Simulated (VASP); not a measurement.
# I: relaxation of cell and atoms with PBEsol

I:

```
I
1.0
    -1.46663    1.50419    2.52991
     1.46663   -1.50419    2.52991
     1.46663    1.50419   -2.52991
I
1
Cartesian
  0.0000 0.0000 0.0000
```

```
Program                : VASP 6.6.1
Task                   : relaxation of cell and atoms
Functional             : PBEsol
Potentials or basis    : VASP PAW PBE potentials, release 64 (I)
Cutoff                 : 500 eV
k mesh                 : 20 × 20 × 20
Occupations            : fermi-dirac, width 0.1 eV
Spin                   : no spin polarisation
Target pressure        : 32 GPa
Dipole correction      : no
Further INCAR settings : ALGO = Normal; EDIFF = 1e-07; IBRION = 2; EDIFFG = -0.002; NSW = 80; ISIF = 3
```

| Quantity | Value |
| --- | --- |
| Relaxed volume | 22.27 Å³/atom |
| Relaxed cell | a = 3.270 Å, b = 3.270 Å, c = 3.270 Å, α = 125.64°, β = 125.65°, γ = 80.48° |
| Space group after relaxing (to 0.1 Å) | I4/mmm (No. 139) |
| Energy change on relaxing (the run minimises the enthalpy) | +10.2 meV/atom |
| Ionic steps | 22 |
| Pressure after relaxing | 32.0 GPa |
| Band gap on the k mesh | zero (an odd number of electrons rules out a gap without spin polarisation) |

Step by step:
```tsv
step	energy change (eV)	largest force (eV/Å)	pressure (GPa)	volume (Å³)
1	0.0000	0.0000	32.14	22.32
2	-0.0130	0.0000	31.49	22.39
3	-0.0204	0.0000	31.12	22.42
4	-0.0160	0.0000	31.23	22.40
5	-0.0040	0.0000	31.54	22.34
6	0.0210	0.0000	32.24	22.21
7	0.0103	0.0000	31.94	22.27
8	0.0110	0.0000	31.95	22.26
9	0.0115	0.0000	31.98	22.26
10	0.0131	0.0000	32.07	22.25
11	0.0120	0.0000	32.04	22.26
12	0.0098	0.0000	31.98	22.27
13	0.0102	0.0000	32.00	22.27
14	0.0110	0.0000	32.04	22.26
15	0.0105	0.0000	32.02	22.26
16	0.0096	0.0000	31.99	22.27
17	0.0097	0.0000	31.99	22.27
18	0.0098	0.0000	32.00	22.27
19	0.0102	0.0000	32.01	22.27
20	0.0110	0.0000	32.03	22.26
21	0.0107	0.0000	32.02	22.26
22	0.0102	0.0000	32.00	22.27
```

Final structure:
```
CELL_PARAMETERS angstrom
-1.49359 1.49329 2.49578
1.49359 -1.49329 2.49578
1.49359 1.49329 -2.49578
ATOMIC_POSITIONS crystal
I 0.00000 0.00000 0.00000
```

Levels at points of the mesh, in eV from the Fermi level:
```
           k point  band 1  band 2  band 3  band 4  band 5  band 6  band 7
(0.00, 0.00, 0.00)  -17.56    1.91    2.42    2.43    8.49   10.34   10.45
(0.50, 0.00, 0.00)  -13.89   -8.70   -0.78    2.17    5.32    9.08   10.16
(0.00, 0.50, 0.00)  -13.90   -8.70   -0.78    2.17    5.32    9.08   10.17
(0.50, 0.50, 0.00)  -11.67   -7.44   -3.86   -2.05    2.22    3.27   16.33
(0.50, 0.50, 0.50)  -13.88   -8.35   -0.86   -0.86    4.45    4.62   20.92
```

Run time: 13 min on 1 thread of Oxide Virtual Turin-like Processor, with other jobs on the host, peak memory 0.27 GiB.

Caveat: the cell is relaxed towards a set pressure, so the run minimises the enthalpy, not the energy; the PAW data sets were made with another functional, which shifts forces and pressure a little; spin-orbit coupling is left out, which moves the levels of the heavy elements; an odd number of electrons without spin polarisation forces a metal; a magnetic or distorted state may lie lower.
